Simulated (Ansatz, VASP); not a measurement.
# CeO2: VASP beside Ansatz

```
Ce O
1.0
     0.00000    2.71550    2.71550
     2.71550    0.00000    2.71550
     2.71550    2.71550    0.00000
Ce O
1 2
Direct
  0.00000 0.00000 0.00000
  0.25000 0.25000 0.25000
  0.75000 0.75000 0.75000
```

Alike in both runs: task single point; functional revPBE; dispersion D4; k mesh 8 × 8 × 8; occupations gaussian, width 0.05 eV; no spin polarisation.

|  | VASP | Ansatz |
| --- | --- | --- |
| version | VASP 6.6.1 | Ansatz 0.2.0 |
| potentials or method | VASP PAW PBE potentials, release 64 (Ce, O), cutoff 520 eV | scalar-relativistic, plane waves, PAW |
| valence electrons in the cell | 24 | 24 |

```tsv
	VASP	Ansatz	Ansatz less VASP
gap on the k mesh at the Fermi level (eV)	1.93	1.96	+0.036
least direct gap on the mesh (eV)	2.03	2.06	+0.037
pressure (GPa)	0.0	0.0	-0.01
```

VASP's potentials were made for PBE, not for revPBE.

Spin-orbit coupling is off throughout.
